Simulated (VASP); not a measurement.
Input of a VASP 6.6.1 run:

File INCAR:

```
PREC = Accurate
ENCUT = 520
EDIFF = 1E-6
ISMEAR = -1
SIGMA = 0.1
LREAL = F
LASPH = T
NELM = 60
ALGO = Normal
ISIF = 2
LWAVE = F
LCHARG = F
NBANDS = 21
```

The input KPOINTS:

```
regular mesh
0
Gamma
  5 5 5
```

POSCAR

```
Si
1.0
   -3.3360830000      3.3360830000      3.3360830000
    3.3360830000     -3.3360830000      3.3360830000
    3.3360830000      3.3360830000     -3.3360830000
Si
6
Direct
    0.7500000000      0.2500000000      0.5000000000
    0.7500000000      0.5014987637      0.2514987637
    0.5000000000      0.2500000000      0.7500000000
    0.2500000000      0.5000000000      0.7500000000
    0.2500000000      0.7500000000      0.5000000000
    0.5000000000      0.7500000000      0.2500000000
```

Potentials or basis: VASP PAW LDA potentials, release 64 (Si).

Launch:

```bash
$ cat potpaw_LDA.64/Si/POTCAR > POTCAR
$ mpirun -np 1 vasp_std > vasp.out
```

Problem. What does it give for the band gap on the k mesh?

Solution. 0.21 eV, direct.

Problem. What does it give for the pressure?

Solution. -0.7 GPa.

Problem. Predict the largest force.

Solution. 0.097 eV/Å.

Forces in eV/Å, atoms in the order of the input:
```
Si   0.016  0.000  0.000
Si  -0.097  0.002  0.000
Si   0.035  0.042  0.000
Si  -0.007  0.000  0.000
Si   0.016  0.000  0.000
Si   0.036 -0.044  0.000
```

A k mesh can miss the band edges.
